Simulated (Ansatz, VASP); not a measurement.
**In5O in VASP and in Ansatz**

```
In O
1.0
     5.21488    0.00000    0.00000
    -2.60744    4.51622    0.00000
     0.00000    0.00000    6.19395
In O
5 1
Direct
  0.66667 0.33333 0.73678
  0.00000 0.00000 0.00000
  0.66667 0.33333 0.26322
  0.33333 0.66667 0.26322
  0.33333 0.66667 0.73678
  0.00000 0.00000 0.50000
```

Change from the starting cell: species swapped into the BaSn5 type (P6/mmm, No. 191).

Alike in both runs: functional PBE; k mesh 6 × 6 × 4; occupations gaussian, width 0.1 eV; no spin polarisation.

Ansatz relaxed the structure, and its values are those at the end. VASP's run is a single point on that final structure, the one shown.

|  | VASP | Ansatz |
| --- | --- | --- |
| version | VASP 6.6.1 | Ansatz 0.2.0 |
| potentials or method | VASP PAW PBE potentials, release 64 (In_d, O), cutoff 520 eV | scalar-relativistic, plane waves, PAW |
| valence electrons in the cell | 71 | 71 |

Ansatz gave:

| Property | Result |
| --- | --- |
| gap on the k mesh at the Fermi level (eV) | none |
| pressure (GPa) | 0.0 |
| rms of the force components (eV/Å) | 0.014 |

**Question.** Estimate VASP's values.

**Answer.** gap on the k mesh at the Fermi level (eV): none; pressure (GPa): -0.1; rms of the force components (eV/Å): 0.013.

A gap of «none» marks a metal or a gap that the smearing closes.
